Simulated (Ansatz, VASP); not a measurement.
Si4O7: VASP beside Ansatz

File INCAR:

```
PREC = Accurate
ENCUT = 520
EDIFF = 1E-7
ISMEAR = 0
SIGMA = 0.05
LREAL = F
LASPH = T
NELM = 80
ALGO = Normal
ISIF = 2
LWAVE = F
LCHARG = T
LELF = T
LVHAR = T
NBANDS = 40
```

Contents of KPOINTS:

```
regular mesh
0
Gamma
  6 6 6
```

File POSCAR:

```
Si4O7
1.0
    0.0000000000      4.1548619959     -2.6614337333
    0.0000000000     -4.1548619959     -2.6614337333
   -4.1548619959      0.0000000000      2.6614337333
Si O
4 7
Direct
    0.2500000000      0.7500000000      0.5000000000
    0.7500000000      0.2500000000      0.5000000000
    0.0000000000      0.0000000000      1.0000000000
    0.5000000000      0.5000000000      1.0000000000
    1.0000000000      0.3055647994      0.3055647994
    0.5555647994      0.7500000000      0.8055647994
    0.0555647994      0.2500000000      0.8055647994
    0.0000000000      0.6944352006      0.6944352006
    0.5170187790      0.0777740802      0.5947928592
    0.9444352006      0.7500000000      0.1944352006
    0.4444352006      0.2500000000      0.1944352006
```

Input for Ansatz:

```yaml
crystal:
  lattice:
    - [0.0, 4.1548619959, -2.6614337333]
    - [0.0, -4.1548619959, -2.6614337333]
    - [-4.1548619959, 0.0, 2.6614337333]
  atoms:
    - { symbol: Si, position: [0.25, 0.75, 0.5] }
    - { symbol: Si, position: [0.75, 0.25, 0.5] }
    - { symbol: Si, position: [0.0, 0.0, 1.0] }
    - { symbol: Si, position: [0.5, 0.5, 1.0] }
    - { symbol: O, position: [1.0, 0.3055647994, 0.3055647994] }
    - { symbol: O, position: [0.5555647994, 0.75, 0.8055647994] }
    - { symbol: O, position: [0.0555647994, 0.25, 0.8055647994] }
    - { symbol: O, position: [0.0, 0.6944352006, 0.6944352006] }
    - { symbol: O, position: [0.517018779, 0.0777740802, 0.5947928592] }
    - { symbol: O, position: [0.9444352006, 0.75, 0.1944352006] }
    - { symbol: O, position: [0.4444352006, 0.25, 0.1944352006] }
basis:
  ecutwfc: 420
kpoints:
  mp_grid: { grid: [6, 6, 6] }
hamiltonian:
  xc: lda
  pseudopotentials: { kind: paw, azcp: { folder: soft_1 } }
scf:
  occupations: { method: gaussian, width: 0.05 }
output:
  forces: true
  stress: true
  eigenvalues: true
  write_density: true
  write_potential: true
  elf: true
  volumetric_format: npy
```

Change from the starting cell: O vacancy, atom 9 moved a little way towards it, host rigid.

Alike in both runs: task single point; functional LDA; k mesh 6 × 6 × 6; occupations gaussian, width 0.05 eV; no spin polarisation.

|  | VASP | Ansatz |
| --- | --- | --- |
| version | VASP 6.6.1 | Ansatz 0.2.0 |
| potentials or method | VASP PAW LDA potentials, release 64 (Si, O), cutoff 520 eV | scalar-relativistic, plane waves, PAW |
| valence electrons in the cell | 58 | 58 |

VASP gave:

```
gap on the k mesh at the Fermi level (eV)                     : 0.68
least direct gap on the mesh (eV)                             : 1.26
pressure (GPa)                                                : 26.3
traceless stress, the component that is largest in VASP (GPa) : 34.47
rms of the force components (eV/Å)                            : 3.951
```

Q: What did Ansatz give for the same quantities?

A: gap on the k mesh at the Fermi level (eV): 0.67; least direct gap on the mesh (eV): 1.25; pressure (GPa): 25.7; traceless stress, the component that is largest in VASP (GPa): 34.12; rms of the force components (eV/Å): 3.995.

Ansatz warns that its potentials were made for another functional, while VASP's fit it. LDA's correlation is that of Perdew and Zunger in VASP and of Perdew and Wang (1992) in Ansatz. Atom by atom the forces differ by 0.050 eV/Å (rms over components).
